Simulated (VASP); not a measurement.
The system is GaP.

```
CELL_PARAMETERS angstrom
1.94301 1.12180 6.43081
-1.94301 1.12180 6.43081
0.00000 -2.24360 6.43081
ATOMIC_POSITIONS crystal
Ga 0.43537 0.43537 0.43537
Ga 0.56463 0.56463 0.56463
P 0.05739 0.05739 0.05739
P 0.94261 0.94261 0.94261
```

Program: VASP 6.6.1. Alike in all runs: task single point; no spin polarisation; cell as given; k mesh 3 × 3 × 3; cutoff (eV) 500; smearing gaussian 0.01 eV.

**Question.** Order these runs on this cell by their pressure, lowest first.
A. level PBEsol; potentials or basis VASP PAW PBE potentials, release 64 (Ga_d, P)
B. level BLYP; potentials or basis VASP PAW PBE potentials, release 64 (Ga_d, P)
C. level LDA; potentials or basis VASP PAW LDA potentials, release 64 (Ga_d, P)

**Answer.** C (-4.1 GPa), A (-2.2 GPa), B (4.4 GPa).

Caveats: all runs use coarse meshes; the PAW data sets were made with another functional, which shifts forces and pressure a little (some runs).
